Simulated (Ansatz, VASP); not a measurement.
Zn: VASP beside Ansatz

```xyz
1
Lattice="2.3347 0.0000 0.0000 0.0000 2.3347 0.0000 0.0000 0.0000 2.3347" Properties=species:S:1:pos:R:3 pbc="T T T"
Zn    0.0000    0.0000    0.0000
```

Change from the starting cell: volume scaled by 0.7, crystal datasets.

Alike in both runs: task single point; functional PBE; k mesh 17 × 17 × 17; occupations fermi-dirac, width 0.08 eV; no spin polarisation.

```csv
,VASP,Ansatz
version,VASP 6.6.1,Ansatz 0.2.0
potentials or method,"VASP PAW PBE potentials, release 64 (Zn), cutoff 500 eV","all-electron PAW with datasets made for the crystal, scalar-relativistic"
```

```tsv
	VASP	Ansatz	Ansatz less VASP
pressure (GPa)	43.0	42.3	-0.76
```

Both programs put the cell under a high pressure, so it lies far from rest at this level. Ansatz ran all-electron here, and VASP with PAW potentials.
